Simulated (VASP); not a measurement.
Set up this calculation in VASP 6.6.1, as the native input.

```
Task                   : single point
Functional             : PBE
Potentials or basis    : VASP PAW PBE potentials, release 64 (Na_pv, P)
Cutoff                 : 520 eV
k mesh                 : 4 × 4 × 4
Occupations            : gaussian, width 0.1 eV
Spin                   : no spin polarisation
Dipole correction      : no
Further INCAR settings : ALGO = Normal; EDIFF = 1e-06; NBANDS = 28
```

The structure of NaP6 lies in POSCAR:

```
NaP6
1.0
    0.0000000000      4.5575903619      4.5575903619
    4.5575903619      0.0000000000      4.5575903619
    4.5575903619      4.5575903619      0.0000000000
Na P
1 6
Direct
    0.0000000000      0.0000000000      0.0000000000
    0.6835557150      0.3164442850      0.3164442850
    0.3164442850      0.6835557150      0.6835557150
    0.3164442850      0.6835557150      0.3164442850
    0.6835557150      0.3164442850      0.6835557150
    0.3164442850      0.3164442850      0.6835557150
    0.6835557150      0.6835557150      0.3164442850
```

This cell differs from its parent crystal: atoms taken out.

These files were run (other wordings do the same):

INCAR

```
SYSTEM = NaP6
PREC = Accurate
ENCUT = 520
EDIFF = 1E-6
ISMEAR = 0
SIGMA = 0.1
LREAL = .FALSE.
LASPH = .TRUE.
NELM = 100
ALGO = Normal
ISIF = 2
LWAVE = .FALSE.
LCHARG = .FALSE.
GGA = PE
NBANDS = 28
```

KPOINTS

```
regular mesh
0
G
  4 4 4
  0 0 0
```

Potentials or basis: VASP PAW PBE potentials, release 64 (Na_pv, P).

Run with:

```sh
$ cat potpaw_PBE.64/Na_pv/POTCAR potpaw_PBE.64/P/POTCAR > POTCAR
$ mpirun -np 1 vasp_std > vasp.out
```

Results of the run:

```yaml
Pressure: -0.3 GPa
Largest_force: 0.093 eV/Å
Band_gap_on_the_k_mesh: zero (an odd number of electrons rules out a gap without spin polarisation)
```

Caveat: the cell differs from its parent crystal (atoms taken out).

It took 19 s on 1 thread of Intel(R) Xeon(R) 6975P-C (Granite Rapids), with other jobs on the host, peak memory 0.32 GiB.
